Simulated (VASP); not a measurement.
# PbS (Galena) (Fm-3m) in VASP: further runs

Aim: see how the results for PbS (Galena) move with the level of theory and the settings. Levels: PBE, PBEsol, revPBE+D3(BJ), BLYP+D4. Tasks: single point.

All numbers are computed with VASP 6.6.1; they aren't measurements. Logs are shortened: lines on timing, memory, paths and dates and some standing lists are left out, and cuts for length are marked.

**1. The cell of the first run**

Symmetry: Fm-3m, No. 225, cubic system. The conventional cell has a = 5.931 Å, b = 5.931 Å, c = 5.931 Å, α = 90.00°, β = 90.00°, γ = 90.00°. Pb (site symmetry m-3m) has 6 S at 2.97 Å within 3.9 Å. Within 3.9 Å of S (site symmetry m-3m) lie 6 Pb at 2.97 Å.

**2. Single point, PBE**

INCAR reads:

```
ALGO = Normal ; EDIFF = 1E-7
ENCUT = 520 ; GGA = PE
ISIF = 2 ; ISMEAR = -1
LASPH = T ; LCHARG = F
LREAL = F ; LWAVE = F
NBANDS = 17 ; NELM = 60
PREC = Accurate ; SIGMA = 0.05
```

KPOINTS reads:

```
k-points
0
Gamma
  6 6 6
```

POSCAR reads:

```
PbS
1.0
    0.0000000000      2.9657500000      2.9657500000
    2.9657500000      0.0000000000      2.9657500000
    2.9657500000      2.9657500000      0.0000000000
Pb S
1 1
Direct
    0.0000000000      0.0000000000      0.0000000000
    0.5000000000      0.5000000000      0.5000000000
```

Potentials or basis: VASP PAW PBE potentials, release 64 (Pb_d, S).

Command:

```bash
$ cat potpaw_PBE.64/Pb_d/POTCAR potpaw_PBE.64/S/POTCAR > POTCAR
$ mpirun -np 1 vasp_std > vasp.out
```

OUTCAR:

```text
EDIFF = 1E-7
   ENCUT = 520
   GGA = PE
   ISIF = 2
   ISMEAR = -1
   LASPH = T
   LREAL = F
   NELM = 60
   PREC = Accurate

 ion  position               nearest neighbor table
   1  0.000  0.000  0.000-   2 2.97   2 2.97   2 2.97   2 2.97   2 2.97   2 2.97
   2  0.500  0.500  0.500-   1 2.97   1 2.97   1 2.97   1 2.97   1 2.97   1 2.97

  LATTYP: Found a face centered cubic cell.
 ALAT       =     5.9315000000

  Lattice vectors:

 A1 = (   0.0000000000,   2.9657500000,   2.9657500000)
 A2 = (   2.9657500000,   0.0000000000,   2.9657500000)
 A3 = (   2.9657500000,   2.9657500000,   0.0000000000)

Analysis of symmetry for initial positions (statically):
=====================================================================
 Subroutine PRICEL returns:
 Original cell was already a primitive cell.

 Routine SETGRP: Setting up the symmetry group for a
 face centered cubic supercell.

 Subroutine GETGRP returns: Found 48 space group operations
[... 9 lines left out ...]

 Routine SETGRP: Setting up the symmetry group for a
 face centered cubic supercell.

 Subroutine GETGRP returns: Found 48 space group operations
[... 11 lines left out ...]
                                     Primitive cell

  volume of cell :      52.1715

  direct lattice vectors                    reciprocal lattice vectors
     0.000000000  2.965750000  2.965750000    -0.168591419  0.168591419  0.168591419
     2.965750000  0.000000000  2.965750000     0.168591419 -0.168591419  0.168591419
     2.965750000  2.965750000  0.000000000     0.168591419  0.168591419 -0.168591419

  length of vectors
     4.194203873  4.194203873  4.194203873     0.292008903  0.292008903  0.292008903

  position of ions in fractional coordinates (direct lattice)
     0.000000000  0.000000000  0.000000000
     0.500000000  0.500000000  0.500000000

  ion indices of the primitive-cell ions
   primitive index   ion index
                 1           1
                 2           2

----------------------------------------------------------------------------------------

 KPOINTS: k-points

Automatic generation of k-mesh.
 Grid dimensions read from file:
 generate k-points for:    6    6    6

 Generating k-lattice:

  Cartesian coordinates                     Fractional coordinates (reciprocal lattice)
    -0.028098570  0.028098570  0.028098570     0.166666667  0.000000000  0.000000000
     0.028098570 -0.028098570  0.028098570     0.000000000  0.166666667  0.000000000
     0.028098570  0.028098570 -0.028098570     0.000000000  0.000000000  0.166666667

  Length of vectors
     0.048668150  0.048668150  0.048668150

  Shift w.r.t. Gamma in fractional coordinates (k-lattice)
     0.000000000  0.000000000  0.000000000

 Subroutine IBZKPT returns following result:
 ===========================================

 Found     16 irreducible k-points:

 Following reciprocal coordinates:
            Coordinates               Weight
  0.000000  0.000000  0.000000      1.000000
  0.166667  0.000000  0.000000      8.000000
  0.333333  0.000000  0.000000      8.000000
  0.500000  0.000000  0.000000      4.000000
  0.166667  0.166667  0.000000      6.000000
  0.333333  0.166667  0.000000     24.000000
[... 8 lines left out ...]
 -0.333333  0.333333  0.166667     24.000000
 -0.333333  0.500000  0.166667     12.000000
   k-points           NKPTS =     16   k-points in BZ     NKDIM =     16   number of bands    NBANDS=     17
   number of dos      NEDOS =    301   number of ions     NIONS =      2
   total plane-waves  NPLWV =  32768
   dimension x,y,z NGX =    32 NGY =   32 NGZ =   32
   dimension x,y,z NGXF=    64 NGYF=   64 NGZF=   64
   ions per type =               1   1
   NGX,Y,Z   is equivalent  to a cutoff of  12.68, 12.68, 12.68 a.u.
   NGXF,Y,Z  is equivalent  to a cutoff of  25.37, 25.37, 25.37 a.u.
 SYSTEM =  unknown system
   PREC   = accura    normal or accurate (medium, high low for compatibility)
   ISTART =      0    job   : 0-new  1-cont  2-samecut
   ICHARG =      2    charge: 1-file 2-atom 10-const
   ISPIN  =      1    spin polarized calculation?
   LNONCOLLINEAR =      F non collinear calculations
   LSORBIT =      F    spin-orbit coupling
   LASPH  =      T    aspherical Exc in radial PAW
   ENCUT  =  520.0 eV  38.22 Ry    6.18 a.u.   7.80  7.80  7.80*2*pi/ulx,y,z
   NELM   =     60;   NELMIN=  2; NELMDL= -5     # of ELM steps
   EDIFF  = 0.1E-06   stopping-criterion for ELM
   LREAL  =      F    real-space projection
   EDIFFG = 0.1E-05   stopping-criterion for IOM
   NSW    =      0    number of steps for IOM
   IBRION =     -1    ionic relax: 0-MD 1-quasi-New 2-CG
   NFREE  =      0    steps in history (QN), initial steepest desc. (CG)
   ISIF   =      2    stress and relaxation
   ISYM   =      2    0-nonsym 1-usesym 2-fastsym
   POTIM  = 0.5000    time-step for ionic-motion
   TEBEG  =    0.0;   TEEND  =   0.0 temperature during run
   PSTRESS=    0.0 pullay stress
   NELECT =      20.0000    total number of electrons
   NUPDOWN=      -1.0000    fix difference up-down
   EMIN   =  10.00;   EMAX   =-10.00  energy-range for DOS
   EFERMI =   0.00;   METHOD = LEGACY
   ISMEAR =    -1;   SIGMA  =   0.05  broadening in eV -4-tet -1-fermi 0-gaus
   EFERMI_NEDOS =   21; number of points for ismear=-14 and -15
   IALGO  =     38    algorithm
   IMIX   =      4    mixing-type and parameters
     AMIX     =   0.40;   BMIX     =  1.00
     AMIX_MAG =   1.60;   BMIX_MAG =  1.00
  volume/ion in A,a.u.               =      26.09       176.04
  Fermi-wavevector in a.u.,A,eV,Ry     =   1.189251  2.247359 19.242973  1.414319
  Thomas-Fermi vector in A             =   2.325363
   LORBIT       =      0    0 simple, 1 ext, 2 COOP (PROOUT), +10 PAW based schemes
   GGA     = PE    functional components
[... 5 lines left out ...]
 non-spin polarized calculation
  energy-cutoff  :      520.00
  volume of cell :       52.17
 maximum number of plane-waves:      1420
   NGX = 15   NGY = 15   NGZ = 15

 number of electron      19.9999998 magnetization

 Free energy of the ion-electron system (eV)
  ---------------------------------------------------
  ext. energy  EPLUGINS =         0.00000000
  ---------------------------------------------------
  free energy    TOTEN  =        -8.75765919 eV

  energy without entropy =       -8.75722370  energy(sigma->0) =       -8.75744145

 E-fermi :   6.0031     XC(G=0):  -9.6835

 val. band max:        5.8203107294   @ k =   0.5000   0.0000   0.0000
 cond. band min:       6.1859140769   @ k =   0.5000   0.0000   0.0000
 fundamental gap:      0.3656033476
 Fermi energy:         6.0031125616

 k-point     1 :       0.0000    0.0000    0.0000
  band No.  band energies     occupation
      1     -11.0013      2.00000
      2     -11.0013      2.00000
      3     -11.0013      2.00000
      4     -10.9849      2.00000
      5     -10.9849      2.00000
      6      -7.7779      2.00000
[... 9 lines left out ...]
     16      12.5518      0.00000
     17      14.4786      0.00000

 k-point     2 :       0.1667    0.0000    0.0000
  band No.  band energies     occupation
      1     -11.0001      2.00000
      2     -10.9989      2.00000
      3     -10.9989      2.00000
      4     -10.9836      2.00000
      5     -10.9836      2.00000
      6      -7.5445      2.00000
[... 9 lines left out ...]
     16      13.1579      0.00000
     17      16.3378      0.00000

 k-point     3 :       0.3333    0.0000    0.0000
  band No.  band energies     occupation
      1     -11.0115      2.00000
      2     -11.0115      2.00000
      3     -10.9985      2.00000
      4     -10.9634      2.00000
      5     -10.9634      2.00000
      6      -6.9528      2.00000
[... 9 lines left out ...]
     16      14.5613      0.00000
     17      18.0783      0.00000

 k-point     4 :       0.5000    0.0000    0.0000
  band No.  band energies     occupation
      1     -11.0188      2.00000
      2     -11.0188      2.00000
      3     -10.9981      2.00000
      4     -10.9522      2.00000
      5     -10.9522      2.00000
      6      -6.5375      2.00000
[... 9 lines left out ...]
     16      15.9433      0.00000
     17      16.3682      0.00000

 k-point     5 :       0.1667    0.1667    0.0000
  band No.  band energies     occupation
      1     -11.0086      2.00000
      2     -11.0076      2.00000
      3     -10.9866      2.00000
      4     -10.9866      2.00000
      5     -10.9785      2.00000
      6      -7.4604      2.00000
[... 9 lines left out ...]
     16      14.3567      0.00000
     17      15.2619      0.00000

 k-point     6 :       0.3333    0.1667    0.0000
  band No.  band energies     occupation
      1     -11.0347      2.00000
      2     -11.0059      2.00000
      3     -10.9906      2.00000
      4     -10.9733      2.00000
      5     -10.9599      2.00000
      6      -6.9724      2.00000
[... 9 lines left out ...]
     16      15.4578      0.00000
     17      17.2688      0.00000
[... 121 lines left out ...]
 k-point    13 :       0.5000    0.5000    0.0000
  band No.  band energies     occupation
      1     -11.1398      2.00000
      2     -11.0267      2.00000
      3     -10.9591      2.00000
      4     -10.9403      2.00000
      5     -10.9403      2.00000
      6      -6.1060      2.00000
[... 9 lines left out ...]
     16      18.0831      0.00000
     17      18.0848      0.00000

 k-point    14 :       0.5000    0.3333    0.1667
  band No.  band energies     occupation
      1     -11.0639      2.00000
      2     -11.0021      2.00000
      3     -10.9902      2.00000
      4     -10.9604      2.00000
      5     -10.9568      2.00000
      6      -6.4876      2.00000
[... 9 lines left out ...]
     16      16.4481      0.00000
     17      16.7786      0.00000

 k-point    15 :      -0.3333    0.3333    0.1667
  band No.  band energies     occupation
      1     -11.0747      2.00000
      2     -10.9955      2.00000
      3     -10.9806      2.00000
      4     -10.9790      2.00000
      5     -10.9475      2.00000
      6      -6.1918      2.00000
[... 9 lines left out ...]
     16      17.2190      0.00000
     17      17.6060      0.00000

 k-point    16 :      -0.3333    0.5000    0.1667
  band No.  band energies     occupation
      1     -11.1081      2.00000
      2     -11.0060      2.00000
      3     -10.9758      2.00000
      4     -10.9628      2.00000
      5     -10.9403      2.00000
      6      -6.0770      2.00000
[... 9 lines left out ...]
     16      17.6643      0.00000
     17      18.0747      0.00000

------------------------ aborting loop because EDIFF is reached ----------------------------------------

  FORCE on cell =-STRESS in cart. coord.  units (eV):
  Direction    XX          YY          ZZ          XY          YZ          ZX
  --------------------------------------------------------------------------------------
  -------------------------------------------------------------------------------------
  Total        0.6928118      0.6928118      0.6928118      0.0000000      0.0000000      0.0000000
  in kB       21.2761102     21.2761102     21.2761102      0.0000000      0.0000000      0.0000000
  external PRESSURE =      21.2761102 kB  Pullay stress =       0.0000000 kB

 VOLUME and BASIS-vectors are now :
 -----------------------------------------------------------------------------
  energy-cutoff  :      520.00
  volume of cell :       52.17
      direct lattice vectors                 reciprocal lattice vectors
     0.000000000  2.965750000  2.965750000    -0.168591419  0.168591419  0.168591419
     2.965750000  0.000000000  2.965750000     0.168591419 -0.168591419  0.168591419
     2.965750000  2.965750000  0.000000000     0.168591419  0.168591419 -0.168591419

 POSITION                                       TOTAL-FORCE (eV/Angst)
 -----------------------------------------------------------------------------------
      0.00000      0.00000      0.00000        -0.000000      0.000000      0.000000
      2.96575      2.96575      2.96575         0.000000     -0.000000     -0.000000
 -----------------------------------------------------------------------------------
    total drift:                                0.000000     -0.000000     -0.000000

  FREE ENERGIE OF THE ION-ELECTRON SYSTEM (eV)
  ---------------------------------------------------
  free  energy   TOTEN  =        -8.7576591926 eV

  energy  without entropy=       -8.7572237020  energy(sigma->0) =       -8.75744145
```

Wall time 14 s (1 thread of Intel Xeon 6455B, shared host); peak memory 0.17 GiB.

Results:

```
Free energy            : -8.7577 eV
Pressure               : 2.1 GPa
Band gap on the k mesh : 0.37 eV, direct
```

Levels at points of the mesh, in eV from the valence-band top:
```tsv
k point	band 8	band 9	band 10	band 11	band 12	band 13
(0.00, 0.00, 0.00)	-2.17	-2.17	-2.17	5.21	5.21	5.21
(0.50, 0.00, 0.00)	-1.78	-1.78	0.00	0.37	1.97	1.97
(0.50, 0.50, 0.00)	-5.20	-3.44	-3.44	3.86	5.58	5.69
```

Caveat: spin-orbit coupling is left out, which moves the levels of the heavy elements. A k mesh can miss the band edges.

**3. Single point, PBEsol (volume scaled by 1.06)**

INCAR reads:

```
SYSTEM = PbS
ALGO = Normal ; EDIFF = 1E-6
ENCUT = 500 ; GGA = PS
GGA_COMPAT = .FALSE. ; ISIF = 2
ISMEAR = -1 ; LASPH = .TRUE.
LCHARG = .TRUE. ; LELF = .TRUE.
LREAL = .FALSE. ; LVHAR = .TRUE.
LWAVE = .FALSE. ; NBANDS = 17
NELM = 120 ; PREC = Accurate
SIGMA = 0.05
```

KPOINTS reads:

```
k-points
0
G
  8 8 8
  0 0 0
```

POSCAR reads:

```
PbS
1.0
    0.0000000000      3.0239167281      3.0239167281
    3.0239167281      0.0000000000      3.0239167281
    3.0239167281      3.0239167281      0.0000000000
Pb S
1 1
Direct
    0.0000000000      0.0000000000      0.0000000000
    0.5000000000      0.5000000000      0.5000000000
```

Potentials or basis: VASP PAW PBE potentials, release 64 (Pb_d, S).

Command:

```bash
$ cat potpaw_PBE.64/Pb_d/POTCAR potpaw_PBE.64/S/POTCAR > POTCAR
$ mpirun -np 1 vasp_std > vasp.out
```

OUTCAR:

```text
SYSTEM = PbS
   EDIFF = 1E-6
   ENCUT = 500
   GGA = PS
   ISIF = 2
   ISMEAR = -1
   LASPH = .TRUE.
   LREAL = .FALSE.
   NELM = 120
   PREC = Accurate

 ion  position               nearest neighbor table
   1  0.000  0.000  0.000-   2 3.02   2 3.02   2 3.02   2 3.02   2 3.02   2 3.02
   2  0.500  0.500  0.500-   1 3.02   1 3.02   1 3.02   1 3.02   1 3.02   1 3.02

  LATTYP: Found a face centered cubic cell.
 ALAT       =     6.0478334562

  Lattice vectors:

[... 667 lines left out ...]

  FORCE on cell =-STRESS in cart. coord.  units (eV):
  Direction    XX          YY          ZZ          XY          YZ          ZX
  --------------------------------------------------------------------------------------
  -------------------------------------------------------------------------------------
  Total       -1.3086673     -1.3086673     -1.3086673     -0.0000000     -0.0000000     -0.0000000
  in kB      -37.9140663    -37.9140663    -37.9140663     -0.0000000     -0.0000000     -0.0000000
  external PRESSURE =     -37.9140663 kB  Pullay stress =       0.0000000 kB

 VOLUME and BASIS-vectors are now :
 -----------------------------------------------------------------------------
  energy-cutoff  :      500.00
  volume of cell :       55.30
      direct lattice vectors                 reciprocal lattice vectors
     0.000000000  3.023916728  3.023916728    -0.165348469  0.165348469  0.165348469
     3.023916728  0.000000000  3.023916728     0.165348469 -0.165348469  0.165348469
     3.023916728  3.023916728  0.000000000     0.165348469  0.165348469 -0.165348469

 POSITION                                       TOTAL-FORCE (eV/Angst)
 -----------------------------------------------------------------------------------
      0.00000      0.00000      0.00000         0.000000      0.000000     -0.000000
      3.02392      3.02392      3.02392        -0.000000     -0.000000      0.000000
 -----------------------------------------------------------------------------------
    total drift:                                0.000000     -0.000000     -0.000000

  FREE ENERGIE OF THE ION-ELECTRON SYSTEM (eV)
  ---------------------------------------------------
  free  energy   TOTEN  =        -9.4097464188 eV

  energy  without entropy=       -9.4096540991  energy(sigma->0) =       -9.40970026
```

OSZICAR:

```text
N       E                     dE             d eps       ncg     rms          rms(c)
DAV:   1     0.155733261902E+03    0.15573E+03   -0.93936E+03   986   0.118E+03
DAV:   2     0.241588855535E+01   -0.15332E+03   -0.14820E+03  1031   0.302E+02
DAV:   3    -0.955719046886E+01   -0.11973E+02   -0.11865E+02  1274   0.893E+01
DAV:   4    -0.985036656271E+01   -0.29318E+00   -0.29290E+00  1258   0.157E+01
DAV:   5    -0.986088937499E+01   -0.10523E-01   -0.10522E-01  1460   0.289E+00    0.395E+00
DAV:   6    -0.941232787618E+01    0.44856E+00   -0.13493E+00  1489   0.765E+00    0.262E+00
DAV:   7    -0.941034952052E+01    0.19784E-02   -0.11506E-01  1176   0.168E+00    0.152E+00
DAV:   8    -0.941018342832E+01    0.16609E-03   -0.14446E-02  1156   0.113E+00    0.310E-01
DAV:   9    -0.940964103927E+01    0.54239E-03   -0.33652E-03  1494   0.413E-01    0.884E-02
DAV:  10    -0.940974863855E+01   -0.10760E-03   -0.25363E-04  1172   0.103E-01    0.591E-02
DAV:  11    -0.940974645184E+01    0.21867E-05   -0.17527E-05  1410   0.387E-02    0.551E-03
DAV:  12    -0.940974641878E+01    0.33059E-07   -0.10720E-06  1004   0.125E-02
   1 F= -.94097464E+01 E0= -.94097003E+01  d E =-.923197E-04
```

stdout:

```text
POSCAR found type information on POSCAR PbS
 POSCAR found :  2 types and       2 ions
 scaLAPACK will be used
 -----------------------------------------------------------------------------
|                                                                             |
|                                                                             |
|     You enforced a specific xc type in the INCAR file but a different       |
|     I HOPE YOU KNOW WHAT YOU ARE DOING!                                     |
|                                                                             |
 -----------------------------------------------------------------------------

 LDA part: xc-table for (Slater+PW92), standard interpolation
 POSCAR, INCAR and KPOINTS ok, starting setup
 FFT: planning ... GRIDC
 FFT: planning ... GRID_SOFT
 FFT: planning ... GRID
 WAVECAR not read
 entering main loop
```

Wall time 16 s (1 thread of Intel Xeon Platinum 8259CL at 2.50GHz (Skylake/Cascade Lake), shared host); peak memory 0.18 GiB.

Results:

```yaml
Free_energy: -9.4097 eV
Pressure: -3.8 GPa
Band_gap_on_the_k_mesh: 0.45 eV, direct
```

Levels at points of the mesh, in eV from the valence-band top:
```
           k point  band 8  band 9  band 10  band 11  band 12  band 13
(0.00, 0.00, 0.00)   -1.83   -1.83    -1.83     5.05     5.05     5.05
(0.50, 0.00, 0.00)   -1.48   -1.48     0.00     0.45     2.07     2.07
(0.50, 0.50, 0.00)   -4.71   -3.04    -3.04     4.02     5.39     5.48
```

Caveat: the PAW data sets were made with another functional, which shifts forces and pressure a little; spin-orbit coupling is left out, which moves the levels of the heavy elements. A k mesh can miss the band edges.

(Part 1 of 2 ends here.)
